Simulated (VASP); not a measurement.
Set up this calculation in VASP 6.6.1, as the native input.

```yaml
Task: single point
Functional: PBE
Potentials_or_basis: VASP PAW PBE potentials, release 64 (Nb_sv, B)
Cutoff: 520 eV
k_mesh: 12 × 12 × 18
Occupations: gaussian, width 0.1 eV
Spin: no spin polarisation
Dipole_correction: no
Further_INCAR_settings: ALGO = Fast; EDIFF = 1e-06; NBANDS = 22
```

The structure of Nb2B lies in POSCAR:

```
Nb2B
1.0
    4.4076147405      0.0000000000      0.0000000000
   -2.2038073702      3.8171063354      0.0000000000
    0.0000000000      0.0000000000      2.6685985513
Nb B
2 1
Direct
    0.3333333333      0.6666666667      0.5000000000
    0.6666666667      0.3333333333      0.5000000000
    0.0000000000      0.0000000000      0.0000000000
```

The input as run:

INCAR

```
ALGO = Fast ; EDIFF = 1E-6
ENCUT = 520 ; GGA = PE
ISIF = 2 ; ISMEAR = 0
LASPH = T ; LCHARG = T
LELF = T ; LREAL = F
LVHAR = T ; LWAVE = F
NBANDS = 22 ; NELM = 100
PREC = Accurate ; SIGMA = 0.1
```

KPOINTS

```
k-points
0
Gamma
  12 12 18
```

Potentials or basis: VASP PAW PBE potentials, release 64 (Nb_sv, B).

Command:

```sh
$ cat potpaw_PBE.64/Nb_sv/POTCAR potpaw_PBE.64/B/POTCAR > POTCAR
$ mpirun -np 1 vasp_std > vasp.out
```

Results of the run:

| Item | Value |
| --- | --- |
| Pressure | -0.2 GPa |

Run time: 13 min on 1 thread of AMD EPYC 7R43 64-Core Processor (Zen 3), on a shared host, peak memory 0.25 GiB.
